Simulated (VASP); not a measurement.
Here is a VASP 6.6.1 calculation.

Contents of INCAR:

```
ALGO     = Fast           # electronic algorithm
EDIFF    = 1E-6           # SCF threshold, eV
ENCUT    = 520            # plane-wave cutoff, eV
GGA      = PE             # functional
ISIF     = 2              # what is computed and relaxed
ISMEAR   = 0              # smearing method
LASPH    = True           # aspherical terms in the spheres
LCHARG   = False          # write CHGCAR
LREAL    = False          # projectors in reciprocal space
LWAVE    = False          # write WAVECAR
NBANDS   = 42             # bands
NELM     = 80             # most SCF steps
PREC     = Accurate       # precision mode
SIGMA    = 0.1            # smearing width, eV
```

KPOINTS

```
k-points
0
Gamma
  6 6 6
```

File POSCAR:

```
Ag2Au
1.0
    6.0044585846      0.0000000000      0.0000000000
    0.0000000000      6.0044585846      0.0000000000
    0.0000000000      0.0000000000      6.0044585846
Ag Au
4 2
Direct
    0.2500000000      0.2500000000      0.2500000000
    0.2500000000      0.7500000000      0.7500000000
    0.7500000000      0.7500000000      0.2500000000
    0.7500000000      0.2500000000      0.7500000000
    0.0000000000      0.0000000000      0.0000000000
    0.5000000000      0.5000000000      0.5000000000
```

Potentials or basis: VASP PAW PBE potentials, release 64 (Ag, Au).

Run with:

```console
$ cat potpaw_PBE.64/Ag/POTCAR potpaw_PBE.64/Au/POTCAR > POTCAR
$ mpirun -np 1 vasp_std > vasp.out
```

(1) Estimate the band gap on the k mesh.

(2) What does it give for the pressure?

Answers

(1) zero (band 33 reaches 2.64 eV, above the bottom of band 34 at 0.71 eV).

(2) 0.0 GPa.

Caveat: spin-orbit coupling is left out, which moves the levels of the heavy elements.
